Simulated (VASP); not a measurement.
**KF: single point with LDA**

The system is KF.

```
K F
1.0
     0.02845    2.66313    2.66313
     2.66313    0.02845    2.66313
     2.66313    2.66313    0.02845
K F
1 1
Direct
  0.00000 0.00000 0.00000
  0.50000 0.50000 0.50000
```

```yaml
Program: VASP 6.6.1
Task: single point
Functional: LDA
Potentials_or_basis: VASP PAW LDA potentials, release 64 (K_sv, F)
Cutoff: 520 eV
k_mesh: 8 × 8 × 8
Occupations: gaussian, width 0.05 eV
Spin: no spin polarisation
```

```yaml
Pressure: -2.7 GPa
Band_gap_on_the_k_mesh: 5.92 eV, direct
```

Stress tensor (GPa, compression positive):
```
-2.68 -0.16 -0.16
-0.16 -2.68 -0.16
-0.16 -0.16 -2.68
```

Levels at points of the mesh, in eV from the valence-band top:
| k point | band 5 | band 6 | band 7 | band 8 | band 9 | band 10 | band 11 | band 12 |
| --- | --- | --- | --- | --- | --- | --- | --- | --- |
| (0.00, 0.00, 0.00) | -9.02 | -0.02 | 0.00 | 0.00 | 5.92 | 10.46 | 10.63 | 10.63 |
| (0.50, 0.00, 0.00) | -9.06 | -0.88 | -0.41 | -0.39 | 8.89 | 10.42 | 12.01 | 12.17 |
| (0.50, 0.50, 0.00) | -9.26 | -0.20 | -0.06 | -0.05 | 7.91 | 10.25 | 11.59 | 13.71 |
| (0.50, 0.50, 0.50) | -9.05 | -0.88 | -0.37 | -0.37 | 8.84 | 10.35 | 12.06 | 12.06 |

It took 35 s on 1 thread of AMD EPYC 7R13 Processor (Zen 3) (shared host), peak memory 0.13 GiB.

A k mesh can miss the band edges. As with any semilocal functional, this LDA gap is likely too small.
